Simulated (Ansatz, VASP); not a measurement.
**Two plane-wave programs on Pb**

The input INCAR:

```
PREC = Accurate
ENCUT = 500
EDIFF = 1E-6
ISMEAR = -1
SIGMA = 0.1
LREAL = F
LASPH = T
NELM = 120
ALGO = Normal
ISIF = 2
LWAVE = F
LCHARG = T
GGA = RP
LELF = T
LVHAR = T
NBANDS = 13
GGA_COMPAT = F
```

File KPOINTS:

```
regular mesh
0
Gamma
  5 5 5
```

File POSCAR:

```
Pb
1.0
    0.0000000000      2.4750200000      2.4750200000
    2.4750200000      0.0000000000      2.4750200000
    2.4750200000      2.4750200000      0.0000000000
Pb
1
Direct
    0.0000000000      0.0000000000      0.0000000000
```

Input for Ansatz:

```yaml
crystal:
  lattice:
    - [0.0, 2.47502, 2.47502]
    - [2.47502, 0.0, 2.47502]
    - [2.47502, 2.47502, 0.0]
  atoms:
    - { symbol: Pb, position: [0.0, 0.0, 0.0] }
kpoints:
  mp_grid:
    grid: [5, 5, 5]
    shift: [0.0, 0.0, 0.0]
hamiltonian:
  xc: rpbe
  pseudopotentials:
    kind: nc
scf:
  convergence:
    dr2_threshold: 1.0e-07
  mixing:
    algorithm: anderson
    beta: 0.2
  occupations:
    method: fermi_dirac
    width: 0.1
output:
  forces: true
  stress: true
```

Alike in both runs: task single point; functional RPBE; k mesh 5 × 5 × 5; occupations fermi-dirac, width 0.1 eV; no spin polarisation.

|  | VASP | Ansatz |
| --- | --- | --- |
| version | VASP 6.6.1 | Ansatz 0.2.0 |
| potentials or method | VASP PAW PBE potentials, release 64 (Pb_d) | plane waves, norm-conserving potentials |
| plane-wave cutoff (eV) | 500 | 850 |
| valence electrons in the cell | 14 | 14 |

```tsv
	VASP	Ansatz	Ansatz less VASP
pressure (GPa)	3.5	3.6	+0.11
```

VASP's potentials were made for PBE, not for RPBE. Ansatz's warnings: stress scf threshold loose.

The k mesh is coarse, so the values compare programs but aren't converged. Spin-orbit coupling is off throughout.
